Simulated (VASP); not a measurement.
Write the native input for VASP 6.6.1 that does the following.

- Task: relaxation of cell and atoms
- Functional: PBE
- Potentials or basis: VASP PAW PBE potentials, release 64 (Zr_sv, B)
- Cutoff: 600 eV
- k mesh: 6 × 6 × 6
- Occupations: gaussian, width 0.1 eV
- Spin: no spin polarisation
- Dipole correction: no
- Further INCAR settings: ALGO = Normal; EDIFF = 1e-07; IBRION = 2; EDIFFG = -0.04; NSW = 90; ISIF = 3

The structure of Zr2B3 lies in POSCAR:

```
Zr2B3
1.0
    5.6042608532      0.0000000000      0.0000000000
   -2.8021304266      4.8534322683      0.0000000000
    0.0000000000      0.0000000000      3.5777914135
Zr B
2 3
Direct
    0.3333333333      0.6666666667      0.5000000000
    0.6666666667      0.3333333333      0.5000000000
    0.5000000000      0.0000000000      0.0000000000
    0.0000000000      0.5000000000      0.0000000000
    0.5000000000      0.5000000000      0.0000000000
```

The cell was generated, and may not be a known phase.

One way to write it, as run:

INCAR

```
SYSTEM = Zr2B3
ALGO = Normal
EDIFF = 1E-7
EDIFFG = -0.04
ENCUT = 600
GGA = PE
IBRION = 2
ISIF = 3
ISMEAR = 0
LASPH = .TRUE.
LCHARG = .FALSE.
LREAL = .FALSE.
LWAVE = .FALSE.
NELM = 100
NSW = 90
PREC = Accurate
SIGMA = 0.1
```

KPOINTS

```
k-points
0
G
  6 6 6
  0 0 0
```

Potentials or basis: VASP PAW PBE potentials, release 64 (Zr_sv, B).

Command:

```sh
$ cat potpaw_PBE.64/Zr_sv/POTCAR potpaw_PBE.64/B/POTCAR > POTCAR
$ mpirun -np 1 vasp_std > vasp.out
```

It gave:

```json
{
  "Relaxed volume": "19.40 Å³/atom",
  "Relaxed cell": "a = 5.566 Å, b = 5.566 Å, c = 3.615 Å, α = 90.00°, β = 90.00°, γ = 120.00°",
  "Space group after relaxing (to 0.1 Å)": "P6/mmm (No. 191)",
  "Energy gained by relaxing": "1.2 meV/atom",
  "Ionic steps": "4",
  "Pressure after relaxing": "-0.2 GPa",
  "Band gap on the k mesh": "zero (an odd number of electrons rules out a gap without spin polarisation)"
}
```

Wall time 6 min on 1 thread of Intel Xeon 8259CL, on a shared host, peak memory 0.29 GiB.
